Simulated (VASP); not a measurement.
The system is CaCu4Bi.

```
CELL_PARAMETERS angstrom
0.00000 3.63868 3.63868
3.63868 0.00000 3.63868
3.63868 3.63868 0.00000
ATOMIC_POSITIONS crystal
Ca 0.00000 0.00000 0.00000
Cu 0.62523 0.62523 0.12432
Cu 0.62523 0.12432 0.62523
Cu 0.62523 0.62523 0.62523
Cu 0.12432 0.62523 0.62523
Bi 0.25000 0.25000 0.25000
```

The cell was generated, and may not be a known phase.

* Program: VASP 6.6.1
* Task: relaxation of cell and atoms
* Functional: PBE
* Potentials or basis: VASP PAW PBE potentials, release 64 (Ca_sv, Cu, Bi_d)
* Cutoff: 600 eV
* k mesh: 4 × 4 × 4
* Occupations: gaussian, width 0.1 eV
* Spin: no spin polarisation

At the start: pressure 7.0 GPa; volume 16.06 Å³/atom.

Problem. How do energy, volume and symmetry change on relaxing?

Solution. Over 5 steps the energy falls by 25.8 meV/atom and the volume is 17.31 Å³/atom (+7.8 %); space group F-43m (No. 216, to 0.1 Å) before and after.

The path:
```
step  energy change (eV)  largest force (eV/Å)  pressure (GPa)  volume (Å³)
   1              0.0000                0.0574            7.02        96.35
   2             -0.1394                0.0492           -1.77       106.51
   3             -0.1544                0.0472            0.00       103.90
   4             -0.1544                0.0469           -0.12       104.05
   5             -0.1548                0.0264            0.03       103.87
```

Final structure:
```yaml
crystal:
  lattice:
    - [0.00000, 3.73094, 3.73094]
    - [3.73094, 0.00000, 3.73094]
    - [3.73094, 3.73094, 0.00000]
  atoms:
    - { symbol: Ca, position: [0.00000, 0.00000, 0.00000] }
    - { symbol: Cu, position: [0.62556, 0.62556, 0.12331] }
    - { symbol: Cu, position: [0.62556, 0.12331, 0.62556] }
    - { symbol: Cu, position: [0.62556, 0.62556, 0.62556] }
    - { symbol: Cu, position: [0.12331, 0.62556, 0.62556] }
    - { symbol: Bi, position: [0.25000, 0.25000, 0.25000] }
```

Caveat: the k points lie up to 0.36 Å⁻¹ apart in the final cell, too coarse for converged energies and pressures of a metal.
